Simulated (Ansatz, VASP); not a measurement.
**One calculation of ZnO, two programs**

The input INCAR:

```
SYSTEM = ZnO
PREC = Accurate ; ENCUT = 910
EDIFF = 1E-6 ; ISMEAR = -1
SIGMA = 0.02 ; LREAL = .FALSE.
LASPH = .TRUE. ; NELM = 120
ALGO = Normal ; ISIF = 2
LWAVE = .FALSE. ; LCHARG = .TRUE.
GGA = PE ; LELF = .TRUE.
LVHAR = .TRUE. ; NBANDS = 16
GGA_COMPAT = .FALSE.
```

File KPOINTS:

```
regular mesh
0
G
  10 10 10
  0 0 0
```

Contents of POSCAR:

```
ZnO
1.0
    0.0000000000      2.1337703963      2.1792197058
    2.1337703963      0.0000000000      2.1792197058
    2.1337703963      2.1337703963      0.0000000000
Zn O
1 1
Direct
    0.0000000000      0.0000000000      0.0000000000
    0.5000000000      0.5000000000      0.5000000000
```

Input for Ansatz:

```yaml
crystal:
  lattice:
    - [0.0, 2.1337703963, 2.1792197058]
    - [2.1337703963, 0.0, 2.1792197058]
    - [2.1337703963, 2.1337703963, 0.0]
  atoms:
    - { symbol: Zn, position: [0.0, 0.0, 0.0] }
    - { symbol: O, position: [0.5, 0.5, 0.5] }
kpoints:
  mp_grid: { grid: [10, 10, 10] }
  band_path:
    path:
      - [0.0, 0.0, 0.0]
      - [0.5, 0.0, 0.5]
      - [0.625, 0.25, 0.625]
      - [0.375, 0.375, 0.75]
      - [0.5, 0.5, 0.5]
      - [0.5, 0.25, 0.75]
    npoints: 1
hamiltonian:
  xc: pbe
scf:
  occupations: { method: fermi_dirac, width: 0.02 }
  n_extra_bands: 4
output:
  forces: true
  stress: true
  eigenvalues: true
```

Change from the starting cell: uniaxial_z strain +2.1%.

Alike in both runs: task single point; functional PBE; k mesh 10 × 10 × 10; occupations fermi-dirac, width 0.02 eV; no spin polarisation.

|  | VASP | Ansatz |
| --- | --- | --- |
| version | VASP 6.6.1 | Ansatz 0.2.0 |
| potentials or method | VASP PAW PBE potentials, release 64 (Zn, O_h) | plane waves, PAW |
| plane-wave cutoff (eV) | 910 | 420 |
| valence electrons in the cell | 18 | 18 |

|  | VASP | Ansatz | Ansatz less VASP |
| --- | --- | --- | --- |
| gap on the k mesh at the Fermi level (eV) | 0.77 | 0.80 | +0.030 |

With one functional, cell and mesh, what is left measures potentials, basis and numerics.

Noted on VASP's run: the cutoff is short for stress, so the pressure is rough.
